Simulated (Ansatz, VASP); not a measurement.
One calculation of Br, two programs

INCAR

```
SYSTEM = Br
ALGO = Fast
EDIFF = 1E-6
ENCUT = 520
GGA = PS
ISIF = 2
ISMEAR = 0
LASPH = .True.
LCHARG = .False.
LREAL = .False.
LWAVE = .False.
NBANDS = 22
NELM = 100
PREC = Accurate
SIGMA = 0.02
```

File KPOINTS:

```
k-points
0
Gamma
  6 6 2
  0 0 0
```

The input POSCAR:

```
Br
1.0
    4.7526982105     -2.8022055074      0.0767464211
    4.7526982105      2.8022055074      0.0767464211
   -2.4537831034      0.0000000000     12.5414563412
Br
4
Direct
    0.9616918627      0.6025360743      0.0960683384
    0.3974639257      0.0383081373      0.4039316616
    0.0383081373      0.3974639257      0.9039316616
    0.6025360743      0.9616918627      0.5960683384
```

Input for Ansatz:

```yaml
crystal:
  lattice:
    - [4.7526982105, -2.8022055074, 0.0767464211]
    - [4.7526982105, 2.8022055074, 0.0767464211]
    - [-2.4537831034, 0.0, 12.5414563412]
  atoms:
    - { symbol: Br, position: [0.9616918627, 0.6025360743, 0.0960683384] }
    - { symbol: Br, position: [0.3974639257, 0.0383081373, 0.4039316616] }
    - { symbol: Br, position: [0.0383081373, 0.3974639257, 0.9039316616] }
    - { symbol: Br, position: [0.6025360743, 0.9616918627, 0.5960683384] }
basis:
  ecutwfc: 420
kpoints:
  mp_grid: { grid: [6, 6, 2] }
hamiltonian:
  xc: pbesol
scf:
  occupations: { method: gaussian, width: 0.02 }
output:
  forces: true
  stress: true
  eigenvalues: true
```

Alike in both runs: task single point; functional PBEsol; k mesh 6 × 6 × 2; occupations gaussian, width 0.02 eV; no spin polarisation.

|  | VASP | Ansatz |
| --- | --- | --- |
| version | VASP 6.6.1 | Ansatz 0.2.0 |
| potentials or method | VASP PAW PBE potentials, release 64 (Br), cutoff 520 eV | scalar-relativistic, plane waves, PAW |
| valence electrons in the cell | 28 | 28 |

|  | VASP | Ansatz | Ansatz less VASP |
| --- | --- | --- | --- |
| gap on the k mesh at the Fermi level (eV) | 1.07 | 1.06 | -0.002 |
| least direct gap on the mesh (eV) | 1.07 | 1.06 | -0.002 |
| pressure (GPa) | -1.9 | -2.0 | 0.00 |
| traceless stress, the component that is largest in VASP (GPa) | -3.25 | -3.26 | -0.012 |
| rms of the force components (eV/Å) | 1.313 | 1.317 | +0.0041 |

VASP's potentials were made for PBE, not for PBEsol. Atom by atom the forces differ by 0.004 eV/Å (rms over components).
